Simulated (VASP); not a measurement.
# Tl2ZnO2 (P3m1) in VASP: notebook

Runs on Tl2ZnO2. Level: PBE. Tasks: single point, relaxation of cell and atoms.

Everything below comes from runs of VASP 6.6.1. Logs are shortened: lines on timing, memory, paths and dates and some standing lists are left out, and cuts for length are marked.

## Step 1: The cell of the first run

The structure is trigonal, space group P3m1 (No. 156). Conventional cell: a = 3.596 Å, b = 3.596 Å, c = 7.556 Å, α = 90.00°, β = 90.00°, γ = 120.00°. Zn (site symmetry 3m) has 3 O at 2.15 Å and 3 Tl at 2.90 Å within 3.0 Å. Tl (site symmetry 3m) has 4 O at 2.55 to 3.11 Å and 3 Zn at 3.30 Å within 3.4 Å. Within 3.4 Å of Tl (site symmetry 3m) lie 6 O at 2.55 Å and 3 Zn at 2.90 Å. Within 3.7 Å of O (site symmetry 3m) lie 6 Tl at 2.55 Å and 1 Zn at 3.51 Å and 9 O at 3.60 to 3.62 Å. Within 2.8 Å of O (site symmetry 3m) lie 3 Zn at 2.15 Å and 3 Tl at 2.55 Å.

## Step 2: Single point, PBE

INCAR

```
SYSTEM = Tl2ZnO2
PREC = Accurate
ENCUT = 520
EDIFF = 1E-6
ISMEAR = 0
SIGMA = 0.1
LREAL = .False.
LASPH = .True.
NELM = 60
ALGO = Normal
ISIF = 2
LWAVE = .False.
LCHARG = .False.
GGA = PE
NBANDS = 33
```

KPOINTS

```
regular mesh
0
Gamma
  6 6 2
  0 0 0
```

POSCAR

```
Tl2ZnO2
1.0
    3.5955000000      0.0000000000      0.0000000000
   -1.7977500000      3.1137943400      0.0000000000
    0.0000000000      0.0000000000      7.5559596200
Zn Tl O
1 2 2
Direct
    0.6666666700      0.3333333300      0.6604924000
    0.0000000000      0.0000000000      0.0000000000
    0.3333333300      0.6666666700      0.3920023900
    0.6666666700      0.3333333300      0.1960012000
    0.0000000000      0.0000000000      0.5880035900
```

Potentials or basis: VASP PAW PBE potentials, release 64 (Zn, Tl_d, O).

Launch:

```
$ cat potpaw_PBE.64/Zn/POTCAR potpaw_PBE.64/Tl_d/POTCAR potpaw_PBE.64/O/POTCAR > POTCAR
$ mpirun -np 1 vasp_std > vasp.out
```

OUTCAR:

```text
SYSTEM = Tl2ZnO2
   PREC = Accurate
   ENCUT = 520
   EDIFF = 1E-6
   ISMEAR = 0
   LREAL = .False.
   LASPH = .True.
   NELM = 60
   ISIF = 2
   GGA = PE

 ion  position               nearest neighbor table
   1  0.667  0.333  0.660-   5 2.15   5 2.15   5 2.15   3 2.90   3 2.90   3 2.90   2 3.30   2 3.30
                             2 3.30
   2  0.000  0.000  0.000-   4 2.55   4 2.55   4 2.55   1 3.30   1 3.30   1 3.30   3 3.62   3 3.62
                             3 3.62
   3  0.333  0.667  0.392-   4 2.55   4 2.55   5 2.55   4 2.55   5 2.55   5 2.55   1 2.90   1 2.90
                             1 2.90   2 3.62   2 3.62   2 3.62
   4  0.667  0.333  0.196-   3 2.55   3 2.55   2 2.55   3 2.55   2 2.55   2 2.55
   5  0.000  0.000  0.588-   1 2.15   1 2.15   1 2.15   3 2.55   3 2.55   3 2.55

  LATTYP: Found a hexagonal cell.
 ALAT       =     3.5955000000
 C/A-ratio  =     2.1015045529

  Lattice vectors:

 A1 = (   3.5955000000,   0.0000000000,   0.0000000000)
 A2 = (  -1.7977500000,   3.1137943400,   0.0000000000)
 A3 = (   0.0000000000,   0.0000000000,   7.5559596200)

Analysis of symmetry for initial positions (statically):
=====================================================================
 Subroutine PRICEL returns:
 Original cell was already a primitive cell.

 Routine SETGRP: Setting up the symmetry group for a
 hexagonal supercell.

 Subroutine GETGRP returns: Found  6 space group operations
 (whereof  6 operations were pure point group operations)
 out of a pool of 24 trial point group operations.

The static configuration has the point symmetry C_3v.

Analysis of symmetry for dynamics (positions and initial velocities):
=====================================================================
 Subroutine PRICEL returns:
 Original cell was already a primitive cell.

 Routine SETGRP: Setting up the symmetry group for a
 hexagonal supercell.

 Subroutine GETGRP returns: Found  6 space group operations
 (whereof  6 operations were pure point group operations)
 out of a pool of 24 trial point group operations.

The dynamic configuration has the point symmetry C_3v.

 Subroutine INISYM returns: Found  6 space group operations
 (whereof  6 operations are pure point group operations),
 and found     1 'primitive' translations

----------------------------------------------------------------------------------------

                                     Primitive cell

  volume of cell :      84.5939

  direct lattice vectors                    reciprocal lattice vectors
     3.595500000  0.000000000  0.000000000     0.278125435  0.160575794  0.000000000
    -1.797750000  3.113794340  0.000000000     0.000000000  0.321151589  0.000000000
     0.000000000  0.000000000  7.555959620     0.000000000  0.000000000  0.132345863

  length of vectors
     3.595500000  3.595500001  7.555959620     0.321151589  0.321151589  0.132345863

  position of ions in fractional coordinates (direct lattice)
     0.666666670  0.333333330  0.660492400
     0.000000000  0.000000000  0.000000000
     0.333333330  0.666666670  0.392002390
     0.666666670  0.333333330  0.196001200
     0.000000000  0.000000000  0.588003590

  ion indices of the primitive-cell ions
   primitive index   ion index
                 1           1
                 2           2
                 3           3
                 4           4
                 5           5

----------------------------------------------------------------------------------------

 KPOINTS: regular mesh

Automatic generation of k-mesh.
 Grid dimensions read from file:
 generate k-points for:    6    6    2

 Generating k-lattice:

  Cartesian coordinates                     Fractional coordinates (reciprocal lattice)
     0.046354239  0.026762632  0.000000000     0.166666667 -0.000000000  0.000000000
     0.000000000  0.053525265  0.000000000     0.000000000  0.166666667  0.000000000
     0.000000000  0.000000000  0.066172932     0.000000000  0.000000000  0.500000000

  Length of vectors
     0.053525265  0.053525265  0.066172932

  Shift w.r.t. Gamma in fractional coordinates (k-lattice)
     0.000000000  0.000000000  0.000000000

 Subroutine IBZKPT returns following result:
 ===========================================

 Found     14 irreducible k-points:

 Following reciprocal coordinates:
            Coordinates               Weight
  0.000000  0.000000  0.000000      1.000000
  0.166667  0.000000  0.000000      6.000000
  0.333333  0.000000  0.000000      6.000000
  0.500000  0.000000  0.000000      3.000000
  0.166667  0.166667  0.000000      6.000000
  0.333333  0.166667  0.000000     12.000000
  0.333333  0.333333  0.000000      2.000000
  0.000000  0.000000  0.500000      1.000000
  0.166667  0.000000  0.500000      6.000000
  0.333333  0.000000  0.500000      6.000000
  0.500000  0.000000  0.500000      3.000000
  0.166667  0.166667  0.500000      6.000000
  0.333333  0.166667  0.500000     12.000000
  0.333333  0.333333  0.500000      2.000000
   k-points           NKPTS =     14   k-points in BZ     NKDIM =     14   number of bands    NBANDS=     33
   number of dos      NEDOS =    301   number of ions     NIONS =      5
   total plane-waves  NPLWV =  43904
   dimension x,y,z NGX =    28 NGY =   28 NGZ =   56
   dimension x,y,z NGXF=    56 NGYF=   56 NGZF=  112
   ions per type =               1   2   2
   NGX,Y,Z   is equivalent  to a cutoff of  12.95, 12.95, 12.32 a.u.
   NGXF,Y,Z  is equivalent  to a cutoff of  25.89, 25.89, 24.64 a.u.
 SYSTEM =  Tl2ZnO2
   PREC   = accura    normal or accurate (medium, high low for compatibility)
   ISTART =      0    job   : 0-new  1-cont  2-samecut
   ICHARG =      2    charge: 1-file 2-atom 10-const
   ISPIN  =      1    spin polarized calculation?
   LNONCOLLINEAR =      F non collinear calculations
   LSORBIT =      F    spin-orbit coupling
   LASPH  =      T    aspherical Exc in radial PAW
   ENCUT  =  520.0 eV  38.22 Ry    6.18 a.u.   6.69  6.69 14.05*2*pi/ulx,y,z
   NELM   =     60;   NELMIN=  2; NELMDL= -5     # of ELM steps
   EDIFF  = 0.1E-05   stopping-criterion for ELM
   LREAL  =      F    real-space projection
   EDIFFG = 0.1E-04   stopping-criterion for IOM
   NSW    =      0    number of steps for IOM
   IBRION =     -1    ionic relax: 0-MD 1-quasi-New 2-CG
   NFREE  =      0    steps in history (QN), initial steepest desc. (CG)
   ISIF   =      2    stress and relaxation
   ISYM   =      2    0-nonsym 1-usesym 2-fastsym
   POTIM  = 0.5000    time-step for ionic-motion
   TEBEG  =    0.0;   TEEND  =   0.0 temperature during run
   PSTRESS=    0.0 pullay stress
   NELECT =      50.0000    total number of electrons
   NUPDOWN=      -1.0000    fix difference up-down
   EMIN   =  10.00;   EMAX   =-10.00  energy-range for DOS
   EFERMI =   0.00;   METHOD = LEGACY
   ISMEAR =     0;   SIGMA  =   0.10  broadening in eV -4-tet -1-fermi 0-gaus
   EFERMI_NEDOS =   21; number of points for ismear=-14 and -15
   IALGO  =     38    algorithm
   IMIX   =      4    mixing-type and parameters
     AMIX     =   0.40;   BMIX     =  1.00
     AMIX_MAG =   1.60;   BMIX_MAG =  1.00
  volume/ion in A,a.u.               =      16.92       114.17
  Fermi-wavevector in a.u.,A,eV,Ry     =   1.373890  2.596275 25.681990  1.887573
  Thomas-Fermi vector in A             =   2.499366
   LORBIT       =      0    0 simple, 1 ext, 2 COOP (PROOUT), +10 PAW based schemes
   GGA     = PE    functional components
   LHFCALC =     F    Hartree Fock is set to
   AEXX    =    0.0000 exact exchange contribution
   IVDW    =     0    specifies the selected vdW correction
   LEPSILON=     F    determine dielectric tensor
   LRPA    =     F    only Hartree local field effects (RPA)
 non-spin polarized calculation
 Gauss-broadening in eV      SIGMA  =   0.10
  energy-cutoff  :      520.00
  volume of cell :       84.59
 maximum number of plane-waves:      2297
 NGX is ok and might be reduce to    28
   NGX = 13   NGY = 13   NGZ = 29

 number of electron      49.9999991 magnetization

 Free energy of the ion-electron system (eV)
  ---------------------------------------------------
  ext. energy  EPLUGINS =         0.00000000
  ---------------------------------------------------
  free energy    TOTEN  =       -17.63711499 eV

  energy without entropy =      -17.63505165  energy(sigma->0) =      -17.63608332

 E-fermi :   5.4095     XC(G=0): -10.7476

 val. band max:        5.3927845022   @ k =   0.3333   0.3333   0.5000
 cond. band min:       5.7799221671   @ k =   0.5000   0.0000   0.5000
 fundamental gap:      0.3871376649
 Fermi energy:         5.4095325506

 k-point     1 :       0.0000    0.0000    0.0000
  band No.  band energies     occupation
      1     -13.3875      2.00000
      2     -12.0285      2.00000
      3      -5.6709      2.00000
      4      -5.6208      2.00000
      5      -5.6208      2.00000
      6      -5.5301      2.00000
[... 25 lines left out ...]
     32      13.8060      0.00000
     33      15.7743      0.00000

 k-point     2 :       0.1667    0.0000    0.0000
  band No.  band energies     occupation
      1     -13.3106      2.00000
      2     -11.9809      2.00000
      3      -5.6559      2.00000
      4      -5.5848      2.00000
      5      -5.5406      2.00000
      6      -5.5019      2.00000
[... 25 lines left out ...]
     32      13.3419      0.00000
     33      13.7640      0.00000
[... 394 lines left out ...]
     32      11.9540      0.00000
     33      12.8695      0.00000

 k-point    14 :       0.3333    0.3333    0.5000
  band No.  band energies     occupation
      1     -13.0479      2.00000
      2     -11.7961      2.00000
      3      -5.6418      2.00000
      4      -5.5328      2.00000
      5      -5.4956      2.00000
      6      -5.4952      2.00000
[... 25 lines left out ...]
     32      11.6957      0.00000
     33      12.2380      0.00000

------------------------ aborting loop because EDIFF is reached ----------------------------------------

  FORCE on cell =-STRESS in cart. coord.  units (eV):
  Direction    XX          YY          ZZ          XY          YZ          ZX
  --------------------------------------------------------------------------------------
  -------------------------------------------------------------------------------------
  Total        1.3833533      1.3833533      5.6331653      0.0000000      0.0000000      0.0000000
  in kB       26.2002136     26.2002137    106.6901269      0.0000000      0.0000000      0.0000000
  external PRESSURE =      53.0301847 kB  Pullay stress =       0.0000000 kB

 VOLUME and BASIS-vectors are now :
 -----------------------------------------------------------------------------
  energy-cutoff  :      520.00
  volume of cell :       84.59
      direct lattice vectors                 reciprocal lattice vectors
     3.595500000  0.000000000  0.000000000     0.278125435  0.160575794  0.000000000
    -1.797750000  3.113794340  0.000000000     0.000000000  0.321151589  0.000000000
     0.000000000  0.000000000  7.555959620     0.000000000  0.000000000  0.132345863

 POSITION                                       TOTAL-FORCE (eV/Angst)
 -----------------------------------------------------------------------------------
      1.79775      1.03793      4.99065        -0.000000      0.000000      0.406679
      0.00000      0.00000      0.00000        -0.000000      0.000000      0.210341
     -0.00000      2.07586      2.96195        -0.000000     -0.000000     -1.784405
      1.79775      1.03793      1.48098         0.000000      0.000000     -0.683839
      0.00000      0.00000      4.44293        -0.000000      0.000000      1.851224
 -----------------------------------------------------------------------------------
    total drift:                               -0.000010      0.000006     -0.000599

  FREE ENERGIE OF THE ION-ELECTRON SYSTEM (eV)
  ---------------------------------------------------
  free  energy   TOTEN  =       -17.6371149863 eV

  energy  without entropy=      -17.6350516510  energy(sigma->0) =      -17.63608332
```

It took 85 s on 1 thread of Intel Xeon 8259CL, shared host; peak memory 0.21 GiB.

What came out:

* Free energy: -17.6371 eV
* Pressure: 5.3 GPa
* Largest force: 1.851 eV/Å
* Band gap on the k mesh: zero (bands 25 and 26 overlap by 0.05 eV)

Forces on the atoms (eV/Å):
```
Zn   0.000  0.000  0.407
Tl   0.000  0.000  0.210
Tl   0.000  0.000 -1.784
O    0.000  0.000 -0.684
O    0.000  0.000  1.851
```

Caveat: the k points lie up to 0.42 Å⁻¹ apart; spin-orbit coupling is left out, which moves the levels of the heavy elements; forces of over 1 eV/Å act on the atoms, so gaps and moduli don't describe the material at rest.

## Step 3: Single point, PBE

This run uses another cell than the first one, of 20.77 Å³/atom.

INCAR

```
SYSTEM = Tl2ZnO2
  PREC = Accurate
  ENCUT = 520
  EDIFF = 1E-6
  ISMEAR = 0
  SIGMA = 0.1
  LREAL = .False.
  LASPH = .True.
  NELM = 80
  ALGO = Normal
  ISIF = 2
  LWAVE = .False.
  LCHARG = .False.
  GGA = PE
  NBANDS = 33
```

KPOINTS

```
Automatic mesh
0
Gamma
  6 6 2
  0 0 0
```

POSCAR

```
Tl2ZnO2
1.0
    3.3859590162      0.0000000000      0.0000000000
   -1.6929795081      2.9323265242      0.0000000000
    0.0000000000      0.0000000000     10.4595319819
Zn Tl O
1 2 2
Direct
    0.6666666667      0.3333333333      0.6549250541
    0.0000000000      0.0000000000      0.0226923125
    0.3333333333      0.6666666667      0.3269661306
    0.6666666667      0.3333333333      0.1752018423
    0.0000000000      0.0000000000      0.6567142405
```

Potentials or basis: VASP PAW PBE potentials, release 64 (Zn, Tl_d, O).

Launch:

```
$ cat potpaw_PBE.64/Zn/POTCAR potpaw_PBE.64/Tl_d/POTCAR potpaw_PBE.64/O/POTCAR > POTCAR
$ mpirun -np 1 vasp_std > vasp.out
```

It took 1.8 min on 1 thread of Intel Xeon 8259CL, shared host; peak memory 0.26 GiB.

The run converged. Its results:

| Property | Result |
| --- | --- |
| Free energy | -19.4326 eV |
| Pressure | 0.2 GPa |
| Largest force | 0.031 eV/Å |
| Band gap on the k mesh | 0.40 eV (least direct gap 0.57 eV) |

Forces in eV/Å, atoms in the order of the input:
```
Zn   0.000  0.000  0.006
Tl   0.000  0.000 -0.031
Tl   0.000  0.000  0.029
O    0.000  0.000 -0.003
O    0.000  0.000 -0.001
```

Stress tensor (GPa, compression positive):
```
0.20 0.00 0.00
0.00 0.20 0.00
0.00 0.00 0.29
```

Levels at points of the mesh, in eV from the valence-band top:
```tsv
k point	band 23	band 24	band 25	band 26	band 27	band 28
(0.00, 0.00, 0.00)	-0.74	-0.74	-0.74	0.40	3.09	4.56
(0.50, 0.00, 0.00)	-1.48	-1.36	-0.08	0.61	2.65	4.85
(0.00, 0.00, 0.50)	-0.98	-0.74	-0.74	1.26	2.01	6.15
(0.50, 0.00, 0.50)	-1.48	-1.43	0.00	0.57	2.75	4.68
```

Caveat: spin-orbit coupling is left out, which moves the levels of the heavy elements. A k mesh can miss the band edges.

(Part 1 of 2 ends here.)

The gap in the log of VASP goes by the Fermi energy; the results here count the filled bands.